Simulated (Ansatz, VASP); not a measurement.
One calculation of C, two programs

```
C
1.0
     1.16676   -2.07563    0.00000
     1.16676    2.07563    0.00000
     0.00000    0.00000    8.46077
C
4
Direct
  0.08333 0.91667 0.75030
  0.58333 0.41667 0.24970
  0.91667 0.08333 0.24970
  0.41667 0.58333 0.75030
```

Change from the starting cell: volume 10.245 Å^3 an atom, stretch along a over the lengths across it, relative to the relaxed cell 0.9736.

Alike in both runs: task single point; functional PBE; k mesh 21 × 21 × 6; occupations gaussian, width 0.15 eV; no spin polarisation.

|  | VASP | Ansatz |
| --- | --- | --- |
| version | VASP 6.6.1 | Ansatz 0.2.0 |
| potentials or method | VASP PAW PBE potentials, release 64 (C), cutoff 520 eV | scalar-relativistic, plane waves, PAW |
| valence electrons in the cell | 16 | 16 |

```csv
,VASP,Ansatz,Ansatz less VASP
gap on the k mesh at the Fermi level (eV),0.21,0.21,-0.001
least direct gap on the mesh (eV),0.21,0.21,-0.001
rms of the force components (eV/Å),0.331,0.329,-0.0018
```

Atom by atom the forces differ by 0.002 eV/Å (rms over components).
